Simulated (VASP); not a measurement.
A run of VASP 6.6.1 is set up as follows.

The input INCAR:

```
SYSTEM = CoO
ALGO = Normal ; EDIFF = 1E-6
ENCUT = 1340 ; GGA = PE
GGA_COMPAT = .FALSE. ; ISIF = 2
ISMEAR = -1 ; ISPIN = 2
LASPH = .TRUE. ; LCHARG = .FALSE.
LMAXMIX = 4 ; LORBIT = 11
LREAL = .FALSE. ; LWAVE = .FALSE.
MAGMOM = 2 0 ; NBANDS = 22
NELM = 200 ; PREC = Accurate
SIGMA = 0.05
```

Contents of KPOINTS:

```
k-points
0
G
  11 11 10
  0 0 0
```

File POSCAR:

```
CoO
1.0
    2.8752156702      0.0000000000      0.0000000000
   -1.4376078301      2.4900098078      0.0000000000
    0.0000000000      0.0000000000      2.8060680384
Co O
1 1
Direct
    0.0000000000      0.0000000000      0.0000000000
    0.6666666667      0.3333333333      0.5000000000
```

Potentials or basis: VASP PAW PBE potentials, release 64 (Co_sv, O_h).

Command:

```bash
$ cat potpaw_PBE.64/Co_sv/POTCAR potpaw_PBE.64/O_h/POTCAR > POTCAR
$ mpirun -np 1 vasp_std > vasp.out
```

**Question.** What does it give for the pressure?

**Answer.** -11.6 GPa.

**Question.** Estimate the site moments.

**Answer.** Co +2.54; O +0.29 μB.

Stress tensor (GPa, compression positive):
```
 -9.84   0.00   0.00
  0.00  -9.84   0.00
  0.00   0.00 -15.10
```

Caveat: the stress differs along the axes, from -15 to -10 GPa; a cell with one magnetic atom can't hold antiferromagnetic order, which such compounds often take.
